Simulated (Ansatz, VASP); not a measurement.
## Two plane-wave programs on Sb

```
Sb
1.0
     2.19625   -2.20055    0.00000
     2.19625    2.20055    0.00000
     0.00000    0.00000    3.11046
Sb
1
Direct
  0.50000 0.50000 0.50000
```

Change from the starting cell: the structure that the rattled cell fell into.

Alike in both runs: functional PBE; k mesh 18 × 18 × 18; occupations gaussian, width 0.1 eV; no spin polarisation.

Ansatz relaxed the structure, and its values are those at the end. VASP's run is a single point on that final structure, the one shown.

```csv
,VASP,Ansatz
version,VASP 6.6.1,Ansatz 0.2.0
potentials or method,"VASP PAW PBE potentials, release 64 (Sb), cutoff 520 eV","scalar-relativistic, plane waves, PAW"
valence electrons in the cell,5,15
```

|  | VASP | Ansatz | Ansatz less VASP |
| --- | --- | --- | --- |
| gap on the k mesh at the Fermi level (eV) | none | none | - |
| pressure (GPa) | 0.0 | 0.0 | +0.02 |

A gap of «none» marks a metal or a gap that the smearing closes. VASP's potentials hold 5 valence electrons a cell and Ansatz's 15, so a difference there can come from the potentials and not from the codes.

Spin-orbit coupling is off throughout.
